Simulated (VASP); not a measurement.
BP:

```xyz
2
Lattice="0.0000 2.3482 2.3482 2.3482 0.0000 2.3482 2.3482 2.3482 0.0000" Properties=species:S:1:pos:R:3 pbc="T T T"
B     0.0000    0.0000    0.0000
P     1.1741    1.1741    1.1741
```

This cell differs from its parent crystal: strain +3.5%.

Base run:

| Item | Value |
| --- | --- |
| Program | VASP 6.6.1 |
| Functional | r2SCAN |
| Potentials or basis | VASP PAW PBE potentials, release 64 (B, P) |
| Cutoff | 520 eV |
| k mesh | 10 × 10 × 10 |
| Occupations | gaussian, width 0.01 eV |
| Spin | no spin polarisation |

Its results: band gap on the k mesh 1.58 eV (least direct gap 3.51 eV); pressure -14.9 GPa.

Task: The run is repeated on the same cell with these changes: functional from r2SCAN to HSE06; k mesh from 10 × 10 × 10 to 6 × 6 × 6. What comes out?

Result: Band gap on the k mesh 2.22 eV (least direct gap 4.19 eV); pressure -16.2 GPa.

Several settings changed at once.

Caveats: the cell stands under tension; the PAW data sets were made with another functional, which shifts forces and pressure a little.

A k mesh can miss the band edges.
